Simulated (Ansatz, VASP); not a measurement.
# MnS in VASP and in Ansatz

```xyz
4
Lattice="3.9536 0.0000 0.0000 -1.9768 3.4239 0.0000 0.0000 0.0000 6.3425" Properties=species:S:1:pos:R:3 pbc="T T T"
Mn    1.9768    1.1413    3.1639
Mn    0.0000    2.2826    6.3352
S     0.0000    2.2826    3.9714
S     1.9768    1.1413    0.8001
```

Alike in both runs: task single point; functional PBEsol; k mesh 7 × 7 × 4; occupations fermi-dirac, width 0.05 eV; collinear spin; fixed moment 8 μB.

|  | VASP | Ansatz |
| --- | --- | --- |
| version | VASP 6.6.1 | Ansatz 0.2.0 |
| potentials or method | VASP PAW PBE potentials, release 64 (Mn_pv, S) | Ansatz PAW |
| plane-wave cutoff (eV) | 520 | 420 |
| valence electrons in the cell | 38 | 42 |

|  | VASP | Ansatz | Ansatz less VASP |
| --- | --- | --- | --- |
| pressure (GPa) | -7.9 | -8.0 | -0.14 |
| traceless stress, the component that is largest in VASP (GPa) | 1.50 | 1.51 | +0.007 |
| rms of the force components (eV/Å) | 0.062 | 0.061 | -0.0014 |
| net moment per atom (μB) | 2.00 | 2.00 | 0.000 |
| size of the moment on the site where the two differ most (μB) | 3.70 | 3.52 | -0.182 |

VASP's potentials were made for PBE, not for PBEsol. Site moments also hang on the region over which each program counts them. Atom by atom the forces differ by 0.001 eV/Å (rms over components). VASP's potentials hold 38 valence electrons a cell and Ansatz's 42, so a difference there can come from the potentials and not from the codes.
